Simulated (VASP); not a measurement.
# Sr8Tl15 (a cell with a defect): single point with LDA

The system is Sr8Tl15 (a cell with a defect).

```
Tl Sr
1.0
    10.23063    0.00000    0.00000
    -5.11532    8.85999    0.00000
     0.00000    0.00000    8.28391
Tl Sr
15 8
Direct
  0.16366 0.32725 0.46718
  0.33904 0.16919 0.94699
  0.16540 0.33072 0.03634
  0.35014 0.17586 0.54871
  0.15082 0.82595 0.45234
  0.33550 0.67094 0.96427
  0.16211 0.83276 0.05415
  0.33731 0.67455 0.53416
  0.83022 0.16919 0.94699
  0.67163 0.34319 0.06698
  0.82579 0.17586 0.54871
  0.67519 0.82596 0.45234
  0.82946 0.65886 0.93472
  0.67071 0.83276 0.05415
  0.75059 0.50111 0.49995
  0.00453 0.00901 0.24572
  0.99610 0.99212 0.74064
  0.01252 0.49441 0.24914
  0.01866 0.50756 0.75176
  0.50486 0.00966 0.26056
  0.49646 0.99286 0.75543
  0.48196 0.49441 0.24914
  0.48896 0.50756 0.75175
```

```json
{
  "Program": "VASP 6.6.1",
  "Task": "single point",
  "Functional": "LDA",
  "Potentials or basis": "VASP PAW LDA potentials, release 64 (Tl_d, Sr_sv)",
  "Cutoff": "520 eV",
  "k mesh": "2 × 2 × 2",
  "Occupations": "methfessel-paxton, width 0.15 eV",
  "Spin": "no spin polarisation",
  "Dipole correction": "no",
  "Further INCAR settings": "LREAL = Auto; ALGO = Normal; EDIFF = 1e-06; NBANDS = 154"
}
```

```yaml
Pressure: -2.6 GPa
Largest_force: 0.036 eV/Å
```

Forces in eV/Å, atoms in the order of the input:
```
Tl   0.000  0.005 -0.002
Tl   0.002 -0.008  0.035
Tl   0.000 -0.026 -0.013
Tl   0.002 -0.013 -0.027
Tl  -0.003  0.012  0.027
Tl   0.000  0.027  0.013
Tl  -0.002  0.009 -0.035
Tl   0.000 -0.004  0.001
Tl  -0.002 -0.008  0.035
Tl   0.000  0.019 -0.020
Tl  -0.002 -0.013 -0.027
Tl   0.002  0.012  0.027
Tl   0.000 -0.018  0.018
Tl   0.002  0.009 -0.035
Tl   0.000 -0.002  0.002
Sr   0.000 -0.003  0.008
Sr   0.000 -0.002  0.003
Sr  -0.014 -0.001 -0.007
Sr  -0.014  0.001  0.008
Sr   0.000  0.002 -0.003
Sr   0.000  0.002 -0.008
Sr   0.014 -0.001 -0.007
Sr   0.014  0.001  0.008
```

Stress tensor (GPa, compression positive):
```
-2.26  0.00  0.00
 0.00 -3.39 -0.20
 0.00 -0.20 -2.04
```

Levels at points of the mesh, in eV from the Fermi level:
| k point | band 135 | band 136 | band 137 | band 138 | band 139 | band 140 | band 141 | band 142 |
| --- | --- | --- | --- | --- | --- | --- | --- | --- |
| (0.00, 0.00, 0.00) | -0.54 | -0.34 | -0.22 | -0.01 | -0.01 | 0.41 | 0.47 | 0.85 |
| (0.50, 0.00, 0.00) | -0.45 | -0.36 | -0.29 | 0.10 | 0.27 | 0.64 | 0.87 | 0.98 |
| (0.00, 0.50, 0.00) | -0.44 | -0.21 | -0.17 | -0.10 | 0.08 | 0.90 | 1.13 | 1.20 |
| (0.50, 0.50, 0.00) | -0.45 | -0.36 | -0.29 | 0.10 | 0.27 | 0.64 | 0.87 | 0.98 |
| (0.00, 0.00, 0.50) | -0.24 | 0.01 | 0.07 | 0.10 | 0.15 | 0.16 | 0.43 | 0.50 |
| (0.50, 0.00, 0.50) | -0.45 | -0.37 | -0.21 | -0.15 | 0.24 | 0.48 | 0.78 | 0.93 |
| (0.00, 0.50, 0.50) | -0.48 | -0.34 | -0.16 | -0.06 | 0.09 | 0.81 | 0.83 | 0.88 |
| (0.50, 0.50, 0.50) | -0.45 | -0.37 | -0.21 | -0.15 | 0.24 | 0.48 | 0.78 | 0.93 |

It took 28 min on 1 thread of Intel(R) Xeon(R) Platinum 8259CL CPU @ 2.50GHz (Skylake/Cascade Lake) (shared host), peak memory 0.96 GiB.

Caveat: the k points lie up to 0.38 Å⁻¹ apart; spin-orbit coupling is left out, which moves the levels of the heavy elements.
